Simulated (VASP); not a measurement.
Set up this calculation in VASP 6.6.1, as the native input.

| Property | Result |
| --- | --- |
| Task | single point |
| Functional | PBE |
| Potentials or basis | VASP PAW PBE potentials, release 64 (Sn_d, O) |
| Cutoff | 520 eV |
| k mesh | 10 × 10 × 8 |
| Occupations | gaussian, width 0.05 eV |
| Spin | no spin polarisation |
| Dipole correction | no |
| Further INCAR settings | ALGO = Normal; EDIFF = 1e-06; NBANDS = 28 |

The structure of SnO lies in POSCAR:

```
SnO
1.0
    3.8672772812      0.0000000000      0.0000000000
    0.0000000000      3.8672772812      0.0000000000
    0.0000000000      0.0000000000      5.0679375214
Sn O
2 2
Direct
   -0.0215397020      0.5000000000      0.2286909982
    0.5215397020      0.0000000000      0.7713090018
    0.0022927840      0.0000000000      0.0000000000
    0.4977072160      0.5000000000      0.0000000000
```

One way to write it, as run:

INCAR

```
SYSTEM = SnO
PREC = Accurate
ENCUT = 520
EDIFF = 1E-6
ISMEAR = 0
SIGMA = 0.05
LREAL = .FALSE.
LASPH = .TRUE.
NELM = 60
ALGO = Normal
ISIF = 2
LWAVE = .FALSE.
LCHARG = .FALSE.
GGA = PE
NBANDS = 28
```

KPOINTS

```
Automatic mesh
0
G
  10 10 8
  0 0 0
```

Potentials or basis: VASP PAW PBE potentials, release 64 (Sn_d, O).

Run with:

```bash
$ cat potpaw_PBE.64/Sn_d/POTCAR potpaw_PBE.64/O/POTCAR > POTCAR
$ mpirun -np 1 vasp_std > vasp.out
```

It gave:

- Pressure: 0.5 GPa
- Largest force: 0.444 eV/Å
- Band gap on the k mesh: 0.52 eV, indirect (least direct gap 1.90 eV)

Caveat: spin-orbit coupling is left out, which moves the levels of the heavy elements.

Wall time 4 min on 1 thread of Intel(R) Xeon(R) 6975P-C (Granite Rapids), on a shared host, peak memory 0.5 GiB.
